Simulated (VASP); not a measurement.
A run of VASP 6.6.1 is set up as follows.

The input INCAR:

```
  ALGO = Normal
  EDIFF = 1E-6
  ENCUT = 520
  GGA = PS
  ISIF = 2
  ISMEAR = 0
  LASPH = True
  LCHARG = False
  LREAL = False
  LWAVE = False
  NBANDS = 7
  NELM = 80
  PREC = Accurate
  SIGMA = 0.15
```

The input KPOINTS:

```
k-points
0
Gamma
  26 26 26
```

Contents of POSCAR:

```
Be
1.0
   -1.2719177656      1.2719177656      1.2907145798
    1.2719177656     -1.2719177656      1.2907145798
    1.2719177656      1.2719177656     -1.2907145798
Be
1
Direct
    0.0000000000      0.0000000000      0.0000000000
```

Potentials or basis: VASP PAW PBE potentials, release 64 (Be).

The run is started by

```bash
$ cat potpaw_PBE.64/Be/POTCAR > POTCAR
$ mpirun -np 1 vasp_std > vasp.out
```

Task: Predict the pressure.

Result: -8.0 GPa.

Task: What does it give for the band gap on the k mesh?

Result: Zero (bands 1 and 2 overlap by 4.68 eV).

Stress tensor (GPa, compression positive):
```
-7.46  0.00  0.00
 0.00 -7.46  0.00
 0.00  0.00 -9.13
```

Caveat: the cell differs from its parent crystal (strain +0.015 along x and y, +0.030 along z); the cell stands under tension; the PAW data sets were made with another functional, which shifts forces and pressure a little.
